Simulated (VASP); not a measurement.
Write the native input for VASP 6.6.1 that does the following.

| Property | Result |
| --- | --- |
| Task | relaxation of cell and atoms |
| Functional | PBE |
| Potentials or basis | VASP PAW PBE potentials, release 64 (Ba_sv, Br) |
| Cutoff | 600 eV |
| k mesh | 6 × 6 × 2 |
| Occupations | gaussian, width 0.1 eV |
| Spin | no spin polarisation |
| Dipole correction | no |
| Further INCAR settings | ALGO = Normal; EDIFF = 1e-06; IBRION = 2; EDIFFG = -0.04; NSW = 90; ISIF = 3 |

The structure of Ba3Br2 lies in POSCAR:

```
Ba3Br2
1.0
    5.0003572489      0.0000000000      0.0000000000
   -2.5001786244      4.3304364055      0.0000000000
    0.0000000000      0.0000000000      7.7797436385
Ba Br
3 2
Direct
    0.0000000000      0.0000000000      0.0000000000
    0.3333333333      0.6666666667      0.6450000000
    0.6666666667      0.3333333333      0.3550000000
    0.3333333333      0.6666666667      0.2450000000
    0.6666666667      0.3333333333      0.7550000000
```

These files were run (other wordings do the same):

INCAR

```
SYSTEM = Ba3Br2
PREC = Accurate
ENCUT = 600
EDIFF = 1E-6
ISMEAR = 0
SIGMA = 0.1
LREAL = .False.
LASPH = .True.
NELM = 100
ALGO = Normal
ISIF = 3
LWAVE = .False.
LCHARG = .False.
GGA = PE
IBRION = 2
NSW = 90
EDIFFG = -0.04
```

KPOINTS

```
Automatic mesh
0
Gamma
  6 6 2
  0 0 0
```

Potentials or basis: VASP PAW PBE potentials, release 64 (Ba_sv, Br).

Launch:

```console
$ cat potpaw_PBE.64/Ba_sv/POTCAR potpaw_PBE.64/Br/POTCAR > POTCAR
$ mpirun -np 1 vasp_std > vasp.out
```

It gave:

The relaxed volume is 44.33 Å³/atom and the relaxed cell is a = 4.546 Å, b = 4.546 Å, c = 12.383 Å, α = 90.00°, β = 90.00°, γ = 120.00°. The space group after relaxing (to 0.1 Å) is P-3m1 (No. 164) and the energy gained by relaxing is 484.1 meV/atom. The ionic steps are 31 and the pressure after relaxing is 0.1 GPa. The largest force after relaxing is 0.021 eV/Å and the band gap on the k mesh is zero (bands 22 and 23 overlap by 0.45 eV).

Caveat: the k points lie up to 0.27 Å⁻¹ apart in the final cell; the volume moved by over 15 % at a fixed basis, so the end points are rough; spin-orbit coupling is left out, which moves the levels of the heavy elements.

It took 16 min on 1 thread of Intel(R) Xeon(R) Platinum 8559C (Emerald Rapids) (shared host), peak memory 0.36 GiB.
